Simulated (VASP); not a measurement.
# TaW2 (P6/mmm) in VASP: a series of runs, part 2 of 2

VASP 6.6.1. The steps go on from the part before.

### 3 Single point, PBE

This run uses another cell than the first one, of 17.33 Å³/atom.

INCAR

```
PREC     = Accurate       # precision mode
ENCUT    = 520            # plane-wave cutoff, eV
EDIFF    = 1E-7           # SCF threshold, eV
ISMEAR   = 0              # smearing method
SIGMA    = 0.1            # smearing width, eV
LREAL    = F              # projectors in reciprocal space
LASPH    = T              # aspherical terms in the spheres
NELM     = 100            # most SCF steps
ALGO     = Normal         # electronic algorithm
ISIF     = 2              # what is computed and relaxed
LWAVE    = F              # write WAVECAR
LCHARG   = F              # write CHGCAR
GGA      = PE             # functional
NBANDS   = 26             # bands
```

KPOINTS

```
regular mesh
0
Gamma
  6 6 4
```

POSCAR

```
TaW2
1.0
    4.7195649862      0.0000000035      0.0000000000
   -2.3597824961      4.0872631711      0.0000000000
    0.0000000000      0.0000000000      2.6946614358
Ta W
1 2
Direct
    0.0000000000      0.0000000000      0.0000000000
    0.3333333333      0.6666666667      0.5000000000
    0.6666666667      0.3333333333      0.5000000000
```

Potentials or basis: VASP PAW PBE potentials, release 64 (Ta_pv, W_sv).

The run is started by

```bash
cat potpaw_PBE.64/Ta_pv/POTCAR potpaw_PBE.64/W_sv/POTCAR > POTCAR
mpirun -np 1 vasp_std > vasp.out
```

OUTCAR:

```text
PREC = Accurate
   ENCUT = 520
   EDIFF = 1E-7
   ISMEAR = 0
   LREAL = F
   LASPH = T
   NELM = 100
   ISIF = 2
   GGA = PE

 ion  position               nearest neighbor table
   1  0.000  0.000  0.000-   2 3.04   3 3.04   2 3.04   3 3.04   2 3.04   2 3.04   3 3.04   3 3.04
                             3 3.04   3 3.04   2 3.04   2 3.04
   2  0.333  0.667  0.500-   3 2.72   3 2.72   3 2.72   1 3.04   1 3.04   1 3.04   1 3.04   1 3.04
                             1 3.04
   3  0.667  0.333  0.500-   2 2.72   2 2.72   2 2.72   1 3.04   1 3.04   1 3.04   1 3.04   1 3.04
                             1 3.04

  LATTYP: Found a hexagonal cell.
 ALAT       =     4.7195649862
 C/A-ratio  =     0.5709554681

  Lattice vectors:

 A1 = (   4.7195649862,   0.0000000035,   0.0000000000)
 A2 = (  -2.3597824961,   4.0872631711,   0.0000000000)
 A3 = (   0.0000000000,   0.0000000000,   2.6946614358)

Analysis of symmetry for initial positions (statically):
=====================================================================
 Subroutine PRICEL returns:
 Original cell was already a primitive cell.

 Routine SETGRP: Setting up the symmetry group for a
 hexagonal supercell.

 Subroutine GETGRP returns: Found 24 space group operations
 (whereof 24 operations were pure point group operations)
 out of a pool of 24 trial point group operations.

The static configuration has the point symmetry D_6h.

Analysis of symmetry for dynamics (positions and initial velocities):
=====================================================================
 Subroutine PRICEL returns:
 Original cell was already a primitive cell.

 Routine SETGRP: Setting up the symmetry group for a
 hexagonal supercell.

 Subroutine GETGRP returns: Found 24 space group operations
 (whereof 24 operations were pure point group operations)
 out of a pool of 24 trial point group operations.

The dynamic configuration has the point symmetry D_6h.

 Subroutine INISYM returns: Found 24 space group operations
 (whereof 24 operations are pure point group operations),
 and found     1 'primitive' translations

----------------------------------------------------------------------------------------

                                     Primitive cell

  volume of cell :      51.9803

  direct lattice vectors                    reciprocal lattice vectors
     4.719564986  0.000000003  0.000000000     0.211883935  0.122331247  0.000000000
    -2.359782496  4.087263171  0.000000000    -0.000000000  0.244662494  0.000000000
     0.000000000  0.000000000  2.694661436     0.000000000  0.000000000  0.371104135

  length of vectors
     4.719564986  4.719564986  2.694661436     0.244662494  0.244662494  0.371104135

  position of ions in fractional coordinates (direct lattice)
     0.000000000  0.000000000  0.000000000
     0.333333333  0.666666667  0.500000000
     0.666666667  0.333333333  0.500000000

  ion indices of the primitive-cell ions
   primitive index   ion index
                 1           1
                 2           2
                 3           3

----------------------------------------------------------------------------------------

 KPOINTS: regular mesh

Automatic generation of k-mesh.
 Grid dimensions read from file:
 generate k-points for:    6    6    4

 Generating k-lattice:

  Cartesian coordinates                     Fractional coordinates (reciprocal lattice)
     0.035313989  0.020388541  0.000000000     0.166666667  0.000000000  0.000000000
    -0.000000000  0.040777082  0.000000000     0.000000000  0.166666667  0.000000000
     0.000000000  0.000000000  0.092776034     0.000000000  0.000000000  0.250000000

  Length of vectors
     0.040777082  0.040777082  0.092776034

  Shift w.r.t. Gamma in fractional coordinates (k-lattice)
     0.000000000  0.000000000  0.000000000

 Subroutine IBZKPT returns following result:
 ===========================================

 Found     21 irreducible k-points:

 Following reciprocal coordinates:
            Coordinates               Weight
  0.000000  0.000000  0.000000      1.000000
  0.166667  0.000000  0.000000      6.000000
  0.333333  0.000000  0.000000      6.000000
  0.500000  0.000000  0.000000      3.000000
  0.166667  0.166667  0.000000      6.000000
  0.333333  0.166667  0.000000     12.000000
[... 13 lines left out ...]
  0.333333  0.166667  0.500000     12.000000
  0.333333  0.333333  0.500000      2.000000
   k-points           NKPTS =     21   k-points in BZ     NKDIM =     21   number of bands    NBANDS=     26
   number of dos      NEDOS =    301   number of ions     NIONS =      3
   total plane-waves  NPLWV =  25920
   dimension x,y,z NGX =    36 NGY =   36 NGZ =   20
   dimension x,y,z NGXF=    72 NGYF=   72 NGZF=   40
   ions per type =               1   2
   NGX,Y,Z   is equivalent  to a cutoff of  12.68, 12.68, 12.34 a.u.
   NGXF,Y,Z  is equivalent  to a cutoff of  25.36, 25.36, 24.68 a.u.
 SYSTEM =  unknown system
   PREC   = accura    normal or accurate (medium, high low for compatibility)
   ISTART =      0    job   : 0-new  1-cont  2-samecut
   ICHARG =      2    charge: 1-file 2-atom 10-const
   ISPIN  =      1    spin polarized calculation?
   LNONCOLLINEAR =      F non collinear calculations
   LSORBIT =      F    spin-orbit coupling
   LASPH  =      T    aspherical Exc in radial PAW
   ENCUT  =  520.0 eV  38.22 Ry    6.18 a.u.   8.78  8.78  5.01*2*pi/ulx,y,z
   NELM   =    100;   NELMIN=  2; NELMDL= -5     # of ELM steps
   EDIFF  = 0.1E-06   stopping-criterion for ELM
   LREAL  =      F    real-space projection
   EDIFFG = 0.1E-05   stopping-criterion for IOM
   NSW    =      0    number of steps for IOM
   IBRION =     -1    ionic relax: 0-MD 1-quasi-New 2-CG
   NFREE  =      0    steps in history (QN), initial steepest desc. (CG)
   ISIF   =      2    stress and relaxation
   ISYM   =      2    0-nonsym 1-usesym 2-fastsym
   POTIM  = 0.5000    time-step for ionic-motion
   TEBEG  =    0.0;   TEEND  =   0.0 temperature during run
   PSTRESS=    0.0 pullay stress
   NELECT =      39.0000    total number of electrons
   NUPDOWN=      -1.0000    fix difference up-down
   EMIN   =  10.00;   EMAX   =-10.00  energy-range for DOS
   EFERMI =   0.00;   METHOD = LEGACY
   ISMEAR =     0;   SIGMA  =   0.10  broadening in eV -4-tet -1-fermi 0-gaus
   EFERMI_NEDOS =   21; number of points for ismear=-14 and -15
   IALGO  =     38    algorithm
   IMIX   =      4    mixing-type and parameters
     AMIX     =   0.40;   BMIX     =  1.00
     AMIX_MAG =   1.60;   BMIX_MAG =  1.00
  volume/ion in A,a.u.               =      17.33       116.93
  Fermi-wavevector in a.u.,A,eV,Ry     =   1.487591  2.811139 30.108685  2.212926
  Thomas-Fermi vector in A             =   2.600732
   LORBIT       =      0    0 simple, 1 ext, 2 COOP (PROOUT), +10 PAW based schemes
   GGA     = PE    functional components
   LHFCALC =     F    Hartree Fock is set to
   AEXX    =    0.0000 exact exchange contribution
   IVDW    =     0    specifies the selected vdW correction
   LEPSILON=     F    determine dielectric tensor
   LRPA    =     F    only Hartree local field effects (RPA)
 non-spin polarized calculation
 Gauss-broadening in eV      SIGMA  =   0.10
  energy-cutoff  :      520.00
  volume of cell :       51.98
 maximum number of plane-waves:      1438
 NGX is ok and might be reduce to    36
   NGX = 17   NGY = 17   NGZ = 11

 number of electron      38.9999996 magnetization

 Free energy of the ion-electron system (eV)
  ---------------------------------------------------
  ext. energy  EPLUGINS =         0.00000000
  ---------------------------------------------------
  free energy    TOTEN  =       -36.06431957 eV

  energy without entropy =      -36.03980409  energy(sigma->0) =      -36.05206183

 E-fermi :   8.7775     XC(G=0): -13.0115

 val. band max:        8.7197606161   @ k =   0.0000   0.0000   0.2500
 cond. band min:       8.8073987026   @ k =   0.1667   0.1667   0.2500
 fundamental gap:      0.0876380866
 Fermi energy:         8.7775496328

 k-point     1 :       0.0000    0.0000    0.0000
  band No.  band energies     occupation
      1     -65.0287      2.00000
      2     -64.9336      2.00000
      3     -29.5304      2.00000
      4     -29.5304      2.00000
      5     -28.9295      2.00000
      6     -28.9295      2.00000
[... 18 lines left out ...]
     25      11.2693      0.00000
     26      14.4446      0.00000
[... 557 lines left out ...]
      4     -29.7117      2.00000
      5     -29.4899      2.00000
      6     -29.1089      2.00000
[... 18 lines left out ...]
     25      13.2759      0.00000
     26      14.5411      0.00000

------------------------ aborting loop because EDIFF is reached ----------------------------------------

  FORCE on cell =-STRESS in cart. coord.  units (eV):
  Direction    XX          YY          ZZ          XY          YZ          ZX
  --------------------------------------------------------------------------------------
  -------------------------------------------------------------------------------------
  Total        0.1333106      0.1333106      0.1426229      0.0000000      0.0000000     -0.0000000
  in kB        4.1090037      4.1090037      4.3960352      0.0000000      0.0000000     -0.0000000
  external PRESSURE =       4.2046809 kB  Pullay stress =       0.0000000 kB

 VOLUME and BASIS-vectors are now :
 -----------------------------------------------------------------------------
  energy-cutoff  :      520.00
  volume of cell :       51.98
      direct lattice vectors                 reciprocal lattice vectors
     4.719564986  0.000000003  0.000000000     0.211883935  0.122331247  0.000000000
    -2.359782496  4.087263171  0.000000000    -0.000000000  0.244662494  0.000000000
     0.000000000  0.000000000  2.694661436     0.000000000  0.000000000  0.371104135

 POSITION                                       TOTAL-FORCE (eV/Angst)
 -----------------------------------------------------------------------------------
      0.00000      0.00000      0.00000        -0.000000      0.000000      0.000000
     -0.00000      2.72484      1.34733         0.000000      0.000000     -0.000000
      2.35978      1.36242      1.34733        -0.000000     -0.000000      0.000000
 -----------------------------------------------------------------------------------
    total drift:                                0.000000      0.000000     -0.000000

  FREE ENERGIE OF THE ION-ELECTRON SYSTEM (eV)
  ---------------------------------------------------
  free  energy   TOTEN  =       -36.0643195690 eV

  energy  without entropy=      -36.0398040907  energy(sigma->0) =      -36.05206183
```

Run time: 28 s. Hardware: 1 thread of Intel Xeon Platinum 8259CL at 2.50GHz (Skylake/Cascade Lake), shared host; peak memory 0.17 GiB.

What came out:

```yaml
Free_energy: -36.0643 eV
Pressure: 0.4 GPa
Band_gap_on_the_k_mesh: zero (an odd number of electrons rules out a gap without spin polarisation)
```

Caveat: the k points lie up to 0.58 Å⁻¹ apart, too coarse for converged energies and pressures of a metal; spin-orbit coupling is left out, which moves the levels of the heavy elements.

### 4 Single point, PBE

This run uses another cell than the first one, of 17.21 Å³/atom.

INCAR

```
SYSTEM = TaW2
  PREC = Accurate
  ENCUT = 520
  EDIFF = 1E-6
  ISMEAR = 0
  SIGMA = 0.1
  LREAL = .False.
  LASPH = .True.
  NELM = 100
  ALGO = Normal
  ISIF = 2
  LWAVE = .False.
  LCHARG = .False.
  GGA = PE
  NBANDS = 26
```

KPOINTS

```
regular mesh
0
Gamma
  6 6 6
  0 0 0
```

POSCAR

```
TaW2
1.0
    4.7818063982      0.0000000000      0.0000000000
   -2.3909031991      4.1411658168      0.0000000000
    0.0000000000      0.0000000000      2.6067773430
Ta W
1 2
Direct
    0.0000000000      0.0000000000      0.0000000000
    0.3333333333      0.6666666667      0.5000000000
    0.6666666667      0.3333333333      0.5000000000
```

The run is started by

```bash
cat potpaw_PBE.64/Ta_pv/POTCAR potpaw_PBE.64/W_sv/POTCAR > POTCAR
mpirun -np 1 vasp_std > vasp.out
```

Wall time 31 s (1 thread of Intel Xeon Platinum 8259CL at 2.50GHz (Skylake/Cascade Lake), shared host); peak memory 0.18 GiB.

It converged, with:

| Property | Result |
| --- | --- |
| Free energy | -36.6145 eV |
| Pressure | 0.5 GPa |
| Band gap on the k mesh | zero (an odd number of electrons rules out a gap without spin polarisation) |

Stress tensor (GPa, compression positive):
```
0.32 0.00 0.00
0.00 0.32 0.00
0.00 0.00 0.75
```

Levels at points of the mesh, in eV from the Fermi level:
```tsv
k point	band 16	band 17	band 18	band 19	band 20	band 21	band 22	band 23
(0.00, 0.00, 0.00)	-2.21	-2.15	-2.15	-1.56	0.11	0.11	2.39	2.39
(0.50, 0.00, 0.00)	-2.99	-2.58	-1.60	-1.40	0.37	1.65	2.63	2.88
(0.00, 0.00, 0.50)	-3.55	-2.07	-1.03	-1.03	0.25	0.25	4.31	4.31
(0.50, 0.00, 0.50)	-2.25	-2.03	-1.33	0.14	0.45	0.80	1.66	2.47
```

Caveat: the k points lie up to 0.40 Å⁻¹ apart, too coarse for converged energies and pressures of a metal; spin-orbit coupling is left out, which moves the levels of the heavy elements.

### 5 Relaxation of cell and atoms, PBE

INCAR

```
PREC = Accurate ; ENCUT = 600
EDIFF = 1E-6 ; ISMEAR = 0
SIGMA = 0.1 ; LREAL = False
LASPH = True ; NELM = 60
ALGO = Fast ; ISIF = 3
LWAVE = False ; LCHARG = False
GGA = PE ; IBRION = 2
NSW = 90 ; EDIFFG = -0.04
```

KPOINTS

```
Automatic mesh
0
Gamma
  6 6 4
```

POSCAR

```
TaW2
1.0
    3.9288728900      0.0000000000      0.0000000000
   -1.9644364500      3.4025037300      0.0000000000
    0.0000000000      0.0000000000      3.8224602300
Ta W
1 2
Direct
    0.0000000000      0.0000000000      0.0000000000
    0.3333333300      0.6666666700      0.5000000000
    0.6666666700      0.3333333300      0.5000000000
```

The run is started by

```bash
cat potpaw_PBE.64/Ta_pv/POTCAR potpaw_PBE.64/W_sv/POTCAR > POTCAR
mpirun -np 1 vasp_std > vasp.out
```

Run time: 7.2 min. Hardware: 1 thread of Intel Xeon Platinum 8259CL at 2.50GHz (Skylake/Cascade Lake), shared host; peak memory 0.2 GiB.

The run converged. Its results:

```yaml
Free_energy: -36.0600 eV
Relaxed_volume: 17.36 Å³/atom
Relaxed_cell: a = 4.722 Å, b = 4.722 Å, c = 2.697 Å, α = 90.00°, β = 90.00°, γ = 120.00°
Space_group_after_relaxing_to_0.1_Å: P6/mmm (No. 191)
Pressure_after_relaxing: 0.0 GPa
Band_gap_on_the_k_mesh: zero (an odd number of electrons rules out a gap without spin polarisation)
```

Final structure:
```
CELL_PARAMETERS angstrom
4.72196 0.00000 0.00000
-2.36098 4.08934 0.00000
0.00000 0.00000 2.69655
ATOMIC_POSITIONS crystal
Ta 0.00000 0.00000 0.00000
W 0.33333 0.66667 0.50000
W 0.66667 0.33333 0.50000
```

Levels at points of the mesh, in eV from the Fermi level:
```csv
k point,band 16,band 17,band 18,band 19,band 20,band 21,band 22,band 23
"(0.00, 0.00, 0.00)",-2.14,-2.07,-2.07,-1.38,0.21,0.21,1.83,1.83
"(0.50, 0.00, 0.00)",-2.78,-2.52,-1.47,-1.25,0.50,0.93,2.07,2.64
"(0.00, 0.00, 0.50)",-3.67,-2.45,-0.71,-0.71,0.18,0.18,4.29,7.34
"(0.50, 0.00, 0.50)",-2.27,-2.12,-1.18,0.08,0.15,0.53,1.68,3.60
```

Caveat: the k points lie up to 0.58 Å⁻¹ apart in the final cell, too coarse for converged energies and pressures of a metal; a cell axis changed by over 15 % at a fixed basis, so the end point is rough; spin-orbit coupling is left out, which moves the levels of the heavy elements.

### 6 Summary

```csv
task,cell,k mesh,cutoff (eV),gap on the mesh (eV),pressure (GPa)
single point,"a = 3.929, b = 3.929, c = 3.822 Å, angles 90.0, 90.0, 120.0°, 3 atoms",6 × 6 × 4,520,none,39.6
single point,"a = 4.720, b = 4.720, c = 2.695 Å, angles 90.0, 90.0, 120.0°, 3 atoms",6 × 6 × 4,520,none,0.4
single point,"a = 4.782, b = 4.782, c = 2.607 Å, angles 90.0, 90.0, 120.0°, 3 atoms",6 × 6 × 6,520,none,0.5
relaxation of cell and atoms,"relaxed from a = 3.929, b = 3.929, c = 3.822 Å, angles 90.0, 90.0, 120.0°, 3 atoms",6 × 6 × 4,600,none,0.0
```

Alike in all rows: level PBE; potentials or basis VASP PAW PBE potentials, release 64 (Ta_pv, W_sv); no spin polarisation; smearing gaussian 0.1 eV.

Caveats: all runs use coarse meshes; spin-orbit coupling is left out, which moves the levels of the heavy elements; a cell axis changed by over 15 % at a fixed basis, so the end point is rough (at least some runs).

Total energies depend on the potentials used, so only differences within one code and one set of settings carry meaning.

The gap in the log of VASP goes by the Fermi energy; the results here count the filled bands.